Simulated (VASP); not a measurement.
# Al in VASP: further runs

The runs below take Al through single point, relaxation of the atoms, with PBE.

All numbers are computed with VASP 6.6.1; they aren't measurements. Logs are shortened: lines on timing, memory, paths and dates and some standing lists are left out, and cuts for length are marked.

### 1 The cell of the first run

The cell holds a slab with vacuum, 4 atoms: a = 2.857 Å, b = 2.857 Å, c = 22.999 Å, α = 90.00°, β = 90.00°, γ = 120.00°.

### 2 Single point, PBE

INCAR reads:

```
SYSTEM = Al
  ALGO = Normal
  DIPOL = 0.5 0.5 0.500
  EDIFF = 1E-7
  ENCUT = 520
  GGA = PE
  IDIPOL = 3
  ISIF = 2
  ISMEAR = -1
  LASPH = .True.
  LCHARG = .False.
  LDIPOL = .True.
  LREAL = .False.
  LWAVE = .False.
  NBANDS = 14
  NELM = 60
  PREC = Accurate
  SIGMA = 0.08
```

KPOINTS reads:

```
k-points
0
Gamma
  16 16 1
  0 0 0
```

POSCAR reads:

```
Al
1.0
    2.8574853682      0.0000000000      0.0000000000
   -1.4287426841      2.4746549198      0.0000000000
    0.0000000000      0.0000000000     22.9994000000
Al
4
Direct
    0.0000000000      0.0000000000      0.3478355718
    0.3333333340      0.6666666660      0.4492785235
    0.6666666670      0.3333333330      0.5507214759
    0.0000000000      0.0000000000      0.6521644282
```

Potentials or basis: VASP PAW PBE potentials, release 64 (Al).

Command:

```bash
cat potpaw_PBE.64/Al/POTCAR > POTCAR
mpirun -np 1 vasp_std > vasp.out
```

OUTCAR:

```text
SYSTEM = Al
   EDIFF = 1E-7
   ENCUT = 520
   GGA = PE
   ISIF = 2
   ISMEAR = -1
   LASPH = .True.
   LREAL = .False.
   NELM = 60
   PREC = Accurate

 ion  position               nearest neighbor table
   1  0.000  0.000  0.348-   2 2.86   2 2.86   2 2.86
   2  0.333  0.667  0.449-   1 2.86   1 2.86   1 2.86   3 2.86   3 2.86   3 2.86
   3  0.667  0.333  0.551-   4 2.86   4 2.86   4 2.86   2 2.86   2 2.86   2 2.86
   4  0.000  0.000  0.652-   3 2.86   3 2.86   3 2.86

  LATTYP: Found a hexagonal cell.
 ALAT       =     2.8574853682
 C/A-ratio  =     8.0488251159

  Lattice vectors:

 A1 = (   2.8574853682,   0.0000000000,   0.0000000000)
 A2 = (  -1.4287426841,   2.4746549198,   0.0000000000)
 A3 = (   0.0000000000,   0.0000000000,  22.9994000000)

Analysis of symmetry for initial positions (statically):
=====================================================================
 Subroutine PRICEL returns:
 Original cell was already a primitive cell.

 Routine SETGRP: Setting up the symmetry group for a
 hexagonal supercell.

 Subroutine GETGRP returns: Found 12 space group operations
 (whereof 12 operations were pure point group operations)
 out of a pool of 24 trial point group operations.

The static configuration has the point symmetry D_3d.

Analysis of symmetry for dynamics (positions and initial velocities):
=====================================================================
 Subroutine PRICEL returns:
 Original cell was already a primitive cell.

 Routine SETGRP: Setting up the symmetry group for a
 hexagonal supercell.

 Subroutine GETGRP returns: Found 12 space group operations
 (whereof 12 operations were pure point group operations)
 out of a pool of 24 trial point group operations.

The dynamic configuration has the point symmetry D_3d.

 Subroutine INISYM returns: Found 12 space group operations
 (whereof 12 operations are pure point group operations),
 and found     1 'primitive' translations

----------------------------------------------------------------------------------------

                                     Primitive cell

  volume of cell :     162.6354

  direct lattice vectors                    reciprocal lattice vectors
     2.857485368  0.000000000  0.000000000     0.349958047  0.202048373  0.000000000
    -1.428742684  2.474654920  0.000000000     0.000000000  0.404096746  0.000000000
     0.000000000  0.000000000 22.999400000     0.000000000  0.000000000  0.043479395

  length of vectors
     2.857485368  2.857485368 22.999400000     0.404096746  0.404096746  0.043479395

  position of ions in fractional coordinates (direct lattice)
     0.000000000  0.000000000  0.347835572
     0.333333334  0.666666666  0.449278523
     0.666666667  0.333333333  0.550721476
     0.000000000  0.000000000  0.652164428

  ion indices of the primitive-cell ions
   primitive index   ion index
                 1           1
                 2           2
                 3           3
                 4           4

----------------------------------------------------------------------------------------

 KPOINTS: k-points

Automatic generation of k-mesh.
 Grid dimensions read from file:
 generate k-points for:   16   16    1

 Generating k-lattice:

  Cartesian coordinates                     Fractional coordinates (reciprocal lattice)
     0.021872378  0.012628023  0.000000000     0.062500000  0.000000000  0.000000000
     0.000000000  0.025256047  0.000000000     0.000000000  0.062500000  0.000000000
     0.000000000  0.000000000  0.043479395     0.000000000  0.000000000  1.000000000

  Length of vectors
     0.025256047  0.025256047  0.043479395

  Shift w.r.t. Gamma in fractional coordinates (k-lattice)
     0.000000000  0.000000000  0.000000000

 Subroutine IBZKPT returns following result:
 ===========================================

 Found     30 irreducible k-points:

 Following reciprocal coordinates:
            Coordinates               Weight
  0.000000  0.000000  0.000000      1.000000
  0.062500  0.000000  0.000000      6.000000
  0.125000  0.000000  0.000000      6.000000
  0.187500  0.000000  0.000000      6.000000
  0.250000  0.000000  0.000000      6.000000
  0.312500  0.000000  0.000000      6.000000
[... 16 lines left out ...]
  0.187500  0.187500  0.000000      6.000000
  0.250000  0.187500  0.000000     12.000000
 [... further k-points ...]
   k-points           NKPTS =     30   k-points in BZ     NKDIM =     30   number of bands    NBANDS=     14
   number of dos      NEDOS =    301   number of ions     NIONS =      4
   total plane-waves  NPLWV = 103680
   dimension x,y,z NGX =    24 NGY =   24 NGZ =  180
   dimension x,y,z NGXF=    48 NGYF=   48 NGZF=  360
   ions per type =               4
   NGX,Y,Z   is equivalent  to a cutoff of  13.96, 13.96, 13.01 a.u.
   NGXF,Y,Z  is equivalent  to a cutoff of  27.93, 27.93, 26.02 a.u.
 SYSTEM =  Al
   PREC   = accura    normal or accurate (medium, high low for compatibility)
   ISTART =      0    job   : 0-new  1-cont  2-samecut
   ICHARG =      2    charge: 1-file 2-atom 10-const
   ISPIN  =      1    spin polarized calculation?
   LNONCOLLINEAR =      F non collinear calculations
   LSORBIT =      F    spin-orbit coupling
   LASPH  =      T    aspherical Exc in radial PAW
   ENCUT  =  520.0 eV  38.22 Ry    6.18 a.u.   5.31  5.31 42.76*2*pi/ulx,y,z
   NELM   =     60;   NELMIN=  2; NELMDL= -5     # of ELM steps
   EDIFF  = 0.1E-06   stopping-criterion for ELM
   LREAL  =      F    real-space projection
   EDIFFG = 0.1E-05   stopping-criterion for IOM
   NSW    =      0    number of steps for IOM
   IBRION =     -1    ionic relax: 0-MD 1-quasi-New 2-CG
   NFREE  =      0    steps in history (QN), initial steepest desc. (CG)
   ISIF   =      2    stress and relaxation
   ISYM   =      2    0-nonsym 1-usesym 2-fastsym
   POTIM  = 0.5000    time-step for ionic-motion
   TEBEG  =    0.0;   TEEND  =   0.0 temperature during run
   PSTRESS=    0.0 pullay stress
   NELECT =      12.0000    total number of electrons
   NUPDOWN=      -1.0000    fix difference up-down
   EMIN   =  10.00;   EMAX   =-10.00  energy-range for DOS
   EFERMI =   0.00;   METHOD = LEGACY
   ISMEAR =    -1;   SIGMA  =   0.08  broadening in eV -4-tet -1-fermi 0-gaus
   EFERMI_NEDOS =   21; number of points for ismear=-14 and -15
   IALGO  =     38    algorithm
   IMIX   =      4    mixing-type and parameters
     AMIX     =   0.40;   BMIX     =  1.00
     AMIX_MAG =   1.60;   BMIX_MAG =  1.00
  volume/ion in A,a.u.               =      40.66       274.38
  Fermi-wavevector in a.u.,A,eV,Ry     =   0.686642  1.297565  6.414832  0.471477
  Thomas-Fermi vector in A             =   1.766929
   LORBIT       =      0    0 simple, 1 ext, 2 COOP (PROOUT), +10 PAW based schemes
   GGA     = PE    functional components
   LHFCALC =     F    Hartree Fock is set to
   AEXX    =    0.0000 exact exchange contribution
   IVDW    =     0    specifies the selected vdW correction
   LEPSILON=     F    determine dielectric tensor
   LRPA    =     F    only Hartree local field effects (RPA)
 non-spin polarized calculation
  energy-cutoff  :      520.00
  volume of cell :      162.64
 maximum number of plane-waves:      4405
 NGX is ok and might be reduce to    24
   NGX = 11   NGY = 11   NGZ = 85

 number of electron      12.0000000 magnetization

 dipolmoment           0.000000      0.000000      0.000000 electrons x Angstroem

 Free energy of the ion-electron system (eV)
  ---------------------------------------------------
  ext. energy  EPLUGINS =         0.00000000
  ---------------------------------------------------
  free energy    TOTEN  =       -14.25774328 eV

  energy without entropy =      -14.21981722  energy(sigma->0) =      -14.23878025

 E-fermi :   0.9186     XC(G=0):  -4.9531

 val. band max:        0.8134709048   @ k =   0.5000   0.0000   0.0000
 cond. band min:       0.9492728379   @ k =   0.3125   0.2500   0.0000
 fundamental gap:      0.1358019331
 Fermi energy:         0.9185598148

 k-point     1 :       0.0000    0.0000    0.0000
  band No.  band energies     occupation
      1      -9.8956      2.00000
      2      -8.8631      2.00000
      3      -7.2100      2.00000
      4      -4.9873      2.00000
      5      -2.5110      2.00000
      6       0.3812      1.99758
      7       2.9789      0.00000
      8       4.4657      0.00000
      9       4.8800      0.00000
     10       6.2247      0.00000
     11       6.3521      0.00000
     12       8.7210      0.00000
     13       8.8257      0.00000
     14      11.8053      0.00000

 k-point     2 :       0.0625    0.0000    0.0000
  band No.  band energies     occupation
      1      -9.8014      2.00000
      2      -8.7694      2.00000
      3      -7.1170      2.00000
      4      -4.8944      2.00000
      5      -2.4225      2.00000
      6       0.4694      1.99274
      7       3.0669      0.00000
      8       4.5578      0.00000
      9       4.9736      0.00000
     10       6.3152      0.00000
     11       6.4398      0.00000
     12       8.7904      0.00000
     13       8.9064      0.00000
     14      10.0516      0.00000

 k-point     3 :       0.1250    0.0000    0.0000
  band No.  band energies     occupation
      1      -9.5191      2.00000
      2      -8.4886      2.00000
      3      -6.8383      2.00000
      4      -4.6165      2.00000
      5      -2.1571      2.00000
      6       0.7324      1.82221
      7       3.3263      0.00000
      8       4.8310      0.00000
      9       5.2523      0.00000
     10       6.5732      0.00000
     11       6.6848      0.00000
     12       7.7677      0.00000
     13       8.5042      0.00000
     14       9.0896      0.00000

 k-point     4 :       0.1875    0.0000    0.0000
  band No.  band energies     occupation
      1      -9.0499      2.00000
      2      -8.0220      2.00000
      3      -6.3754      2.00000
      4      -4.1555      2.00000
      5      -1.7156      2.00000
      6       1.1626      0.09037
      7       3.7195      0.00000
      8       5.1659      0.00000
      9       5.5235      0.00000
     10       5.8001      0.00000
     11       6.2758      0.00000
     12       7.0626      0.00000
     13       7.2599      0.00000
     14       7.8103      0.00000

 k-point     5 :       0.2500    0.0000    0.0000
  band No.  band energies     occupation
      1      -8.3956      2.00000
      2      -7.3714      2.00000
      3      -5.7303      2.00000
      4      -3.5156      2.00000
      5      -1.1010      2.00000
      6       1.7086      0.00010
      7       3.1740      0.00000
      8       4.1704      0.00000
      9       4.5048      0.00000
     10       5.7311      0.00000
     11       5.9795      0.00000
[... 276 lines left out ...]
 k-point    22 :       0.4375    0.1250    0.0000
  band No.  band energies     occupation
      1      -3.7512      2.00000
      2      -3.6962      2.00000
      3      -2.7688      2.00000
      4      -2.7340      2.00000
      5      -1.3696      2.00000
      6      -0.7719      2.00000
      7       1.0444      0.34343
      8       1.2081      0.05222
      9       3.0564      0.00000
     10       3.5737      0.00000
     11       3.6481      0.00000
     12       4.5106      0.00000
     13       6.0028      0.00000
     14       6.0935      0.00000

 k-point    23 :       0.1875    0.1875    0.0000
  band No.  band energies     occupation
      1      -7.3735      2.00000
      2      -6.3554      2.00000
      3      -4.7242      2.00000
      4      -2.5250      2.00000
      5      -0.1488      2.00000
      6       2.2521      0.00000
      7       2.6344      0.00000
      8       3.1891      0.00000
      9       3.6191      0.00000
     10       3.9074      0.00000
     11       5.0555      0.00000
     12       5.2055      0.00000
     13       6.0434      0.00000
     14       6.8895      0.00000

 k-point    24 :       0.2500    0.1875    0.0000
  band No.  band energies     occupation
      1      -6.4508      2.00000
      2      -5.4388      2.00000
      3      -3.8192      2.00000
      4      -1.6551      2.00000
      5       0.4923      1.99035
      6       0.9699      0.68983
      7       1.7896      0.00004
      8       2.1247      0.00000
      9       2.9721      0.00000
     10       3.3797      0.00000
     11       4.0541      0.00000
     12       4.8069      0.00000
     13       5.6623      0.00000
     14       6.4488      0.00000

 [... further k-points ...]

------------------------ aborting loop because EDIFF is reached ----------------------------------------

 vacuum level on the upper side and lower side of the slab       (xc-potential included)        -0.085        -0.085

  FORCE on cell =-STRESS in cart. coord.  units (eV):
  Direction    XX          YY          ZZ          XY          YZ          ZX
  --------------------------------------------------------------------------------------
  -------------------------------------------------------------------------------------
  Total       -1.1934281     -1.1934281      0.2523247      0.0000000      0.0000000      0.0000000
  in kB      -11.7568690    -11.7568690      2.4857367      0.0000000      0.0000000      0.0000000
  external PRESSURE =      -7.0093337 kB  Pullay stress =       0.0000000 kB

 VOLUME and BASIS-vectors are now :
 -----------------------------------------------------------------------------
  energy-cutoff  :      520.00
  volume of cell :      162.64
      direct lattice vectors                 reciprocal lattice vectors
     2.857485368  0.000000000  0.000000000     0.349958047  0.202048373  0.000000000
    -1.428742684  2.474654920  0.000000000     0.000000000  0.404096746  0.000000000
     0.000000000  0.000000000 22.999400000     0.000000000  0.000000000  0.043479395

 POSITION                                       TOTAL-FORCE (eV/Angst)
 -----------------------------------------------------------------------------------
      0.00000      0.00000      8.00001        -0.000000      0.000000     -0.066428
      0.00000      1.64977     10.33314         0.000000      0.000000      0.089882
      1.42874      0.82488     12.66626        -0.000000     -0.000000     -0.089882
      0.00000      0.00000     14.99939         0.000000      0.000000      0.066428
 -----------------------------------------------------------------------------------
    total drift:                                0.000000     -0.000000      0.000001

  FREE ENERGIE OF THE ION-ELECTRON SYSTEM (eV)
  ---------------------------------------------------
  free  energy   TOTEN  =       -14.2577432758 eV

  energy  without entropy=      -14.2198172204  energy(sigma->0) =      -14.23878025

 vacuum level on the upper side and lower side of the slab         4.907         4.907
```

Run time: 2.4 min. Hardware: 1 thread of Intel Xeon 8259CL, shared host; peak memory 0.31 GiB.

What came out:

* Free energy: -14.2577 eV
* Largest force: 0.090 eV/Å
* Band gap on the k mesh: zero (bands 6 and 7 overlap by 2.47 eV)

Forces in eV/Å, atoms in the order of the input:
```
Al   0.000  0.000 -0.066
Al   0.000  0.000  0.090
Al   0.000  0.000 -0.090
Al   0.000  0.000  0.066
```

Levels at points of the mesh, in eV from the Fermi level:
```csv
k point,band 4,band 5,band 6,band 7,band 8,band 9
"(0.00, 0.00, 0.00)",-5.91,-3.43,-0.54,2.06,3.55,3.96
"(0.50, 0.00, 0.00)",-3.92,-2.55,-1.96,-0.11,0.07,2.08
```

### 3 Single point, PBE

INCAR reads:

```
SYSTEM = Al
ALGO     = Normal         ! electronic algorithm
DIPOL    = 0.5 0.5 0.500
EDIFF    = 1E-7           ! SCF threshold, eV
ENCUT    = 520            ! plane-wave cutoff, eV
GGA      = PE             ! functional
IDIPOL   = 3            
ISIF     = 2              ! what is computed and relaxed
ISMEAR   = -1             ! smearing method
LASPH    = .TRUE.         ! aspherical terms in the spheres
LCHARG   = .FALSE.        ! write CHGCAR
LDIPOL   = .TRUE.       
LREAL    = .FALSE.        ! projectors in reciprocal space
LWAVE    = .FALSE.        ! write WAVECAR
NBANDS   = 14             ! bands
NELM     = 80             ! most SCF steps
PREC     = Accurate       ! precision mode
SIGMA    = 0.08           ! smearing width, eV
```

KPOINTS reads:

```
k-points
0
G
  16 16 1
  0 0 0
```

POSCAR reads:

```
Al
1.0
    2.8574853682      0.0000000000      0.0000000000
   -1.4287426841      2.4746549198      0.0000000000
    0.0000000000      0.0000000000     22.9994000000
Al
4
Direct
    0.0000000000      0.0000000000      0.3467818715
    0.3333333333      0.6666666667      0.4493921349
    0.6666666667      0.3333333333      0.5506078635
    0.0000000000      0.0000000000      0.6532181295
```

Potentials or basis: VASP PAW PBE potentials, release 64 (Al).

Command:

```bash
cat potpaw_PBE.64/Al/POTCAR > POTCAR
mpirun -np 1 vasp_std > vasp.out
```

It took 2.6 min on 1 thread of Intel Xeon 8259CL, shared host; peak memory 0.31 GiB.

Results (log left out):

| Item | Value |
| --- | --- |
| Free energy | -14.2595 eV |
| Band gap on the k mesh | zero (bands 6 and 7 overlap by 2.45 eV) |

Levels at points of the mesh, in eV from the Fermi level:
```tsv
k point	band 4	band 5	band 6	band 7	band 8	band 9
(0.00, 0.00, 0.00)	-5.93	-3.44	-0.58	2.01	3.54	3.96
(0.50, 0.00, 0.00)	-3.86	-2.55	-1.97	-0.12	0.04	2.07
```

### 4 Relaxation of the atoms, PBE

INCAR reads:

```
SYSTEM = Al
PREC     = Accurate       ! precision mode
ENCUT    = 520            ! plane-wave cutoff, eV
EDIFF    = 1E-6           ! SCF threshold, eV
ISMEAR   = -1             ! smearing method
SIGMA    = 0.08           ! smearing width, eV
LREAL    = .FALSE.        ! projectors in reciprocal space
LASPH    = .TRUE.         ! aspherical terms in the spheres
NELM     = 80             ! most SCF steps
ALGO     = Normal         ! electronic algorithm
ISIF     = 2              ! what is computed and relaxed
LWAVE    = .FALSE.        ! write WAVECAR
LCHARG   = .FALSE.        ! write CHGCAR
LDIPOL   = .TRUE.       
IDIPOL   = 3            
DIPOL    = 0.5 0.5 0.500
GGA      = PE             ! functional
IBRION   = 2              ! ionic algorithm
NSW      = 32             ! ionic steps
EDIFFG   = -0.01          ! ionic threshold
```

KPOINTS reads:

```
Automatic mesh
0
G
  16 16 1
  0 0 0
```

POSCAR is that of step 3.

Command:

```bash
cat potpaw_PBE.64/Al/POTCAR > POTCAR
mpirun -np 1 vasp_std > vasp.out
```

Wall time 2 min (1 thread of Intel Xeon 8259CL, shared host); peak memory 0.3 GiB.

The run converged. Its results:

```yaml
Free_energy: -14.2595 eV
Band_gap_on_the_k_mesh: zero (bands 6 and 7 overlap by 2.45 eV)
```

Final structure:
```xyz
4
Lattice="2.8575 0.0000 0.0000 -1.4287 2.4747 0.0000 0.0000 0.0000 22.9994" Properties=species:S:1:pos:R:3 pbc="T T T"
Al    0.0000    0.0000    7.9758
Al    0.0000    1.6498   10.3357
Al    1.4287    0.8249   12.6636
Al    0.0000    0.0000   15.0236
```

Levels at points of the mesh, in eV from the Fermi level:
```csv
k point,band 4,band 5,band 6,band 7,band 8,band 9
"(0.00, 0.00, 0.00)",-5.93,-3.44,-0.58,2.01,3.54,3.95
"(0.50, 0.00, 0.00)",-3.86,-2.55,-1.97,-0.12,0.04,2.07
```

Caveat: the relaxation stopped at its first step, so nothing moved.

### 5 Overview

```csv
task,cell,gap on the mesh (eV)
single point,"as given, atomic positions A",none
single point,"as given, atomic positions B",none
relaxation of the atoms,"atoms relaxed, atomic positions B",none
```

Alike in all rows: level PBE; potentials or basis VASP PAW PBE potentials, release 64 (Al); no spin polarisation; k mesh 16 × 16 × 1; cutoff (eV) 520; smearing fermi-dirac 0.08 eV.

Caveats: the relaxation stopped at its first step, so nothing moved (at least some runs).

Absolute energies hang on the potentials; compare differences alone.
